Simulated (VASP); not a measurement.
# Sc: single point with RPBE+D3(BJ)

Sc:

```xyz
1
Lattice="0.0000 2.3678 2.3678 2.3678 0.0000 2.3678 2.3678 2.3678 0.0000" Properties=species:S:1:pos:R:3 pbc="T T T"
Sc    0.0000    0.0000    0.0000
```

This cell differs from its parent crystal: volume scaled by 1.15.

| Property | Result |
| --- | --- |
| Program | VASP 6.6.1 |
| Task | single point |
| Functional | RPBE |
| Dispersion | D3(BJ) |
| Potentials or basis | VASP PAW PBE potentials, release 64 (Sc_sv) |
| Cutoff | 520 eV |
| k mesh | 10 × 10 × 10 |
| Occupations | fermi-dirac, width 0.15 eV |
| Spin | no spin polarisation |

| Item | Value |
| --- | --- |
| Pressure | -19.7 GPa |
| Dispersion energy per atom | -1.993 eV |

Levels at points of the mesh, in eV from the Fermi level:
| k point | band 2 | band 3 | band 4 | band 5 | band 6 | band 7 | band 8 | band 9 |
| --- | --- | --- | --- | --- | --- | --- | --- | --- |
| (0.00, 0.00, 0.00) | -28.17 | -28.17 | -28.17 | -5.06 | 1.49 | 1.49 | 1.49 | 2.74 |
| (0.50, 0.00, 0.00) | -28.47 | -28.21 | -28.21 | -1.68 | 0.06 | 1.40 | 1.40 | 3.53 |
| (0.50, 0.50, 0.00) | -28.45 | -28.28 | -28.28 | -1.38 | -0.52 | 1.65 | 3.53 | 3.73 |

Wall time 32 s on 1 thread of AMD EPYC 7R13 (shared host), peak memory 0.14 GiB.

Caveat: the PAW data sets were made with another functional, which shifts forces and pressure a little; pairwise dispersion overbinds metals, which lowers pressure and volume.
